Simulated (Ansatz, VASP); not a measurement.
One calculation of TiO2, two programs

```
Ti O
1.0
     1.48635   -2.57444    0.00000
    -4.45906   -2.57444    0.00000
     0.00000    1.71629   -4.86131
Ti O
2 4
Direct
  0.50000 0.50000 0.00000
  0.00000 0.00000 0.00000
  0.09950 0.69983 0.19900
  0.59950 0.19983 0.19900
  0.40050 0.80017 0.80100
  0.90050 0.30017 0.80100
```

Alike in both runs: task single point; functional PBE; dispersion D3(BJ); k mesh 6 × 4 × 6; occupations gaussian, width 0.1 eV; no spin polarisation.

|  | VASP | Ansatz |
| --- | --- | --- |
| version | VASP 6.6.1 | Ansatz 0.2.0 |
| potentials or method | VASP PAW PBE potentials, release 64 (Ti_sv, O), cutoff 520 eV | scalar-relativistic, plane waves, PAW |
| valence electrons in the cell | 48 | 48 |

```csv
,VASP,Ansatz,Ansatz less VASP
gap on the k mesh at the Fermi level (eV),2.48,2.50,+0.025
least direct gap on the mesh (eV),2.70,2.73,+0.030
pressure (GPa),0.7,0.0,-0.68
"traceless stress, the component that is largest in VASP (GPa)",-0.32,0.03,+0.348
rms of the force components (eV/Å),0.028,0.000,-0.0282
```

Atom by atom the forces differ by 0.029 eV/Å (rms over components).
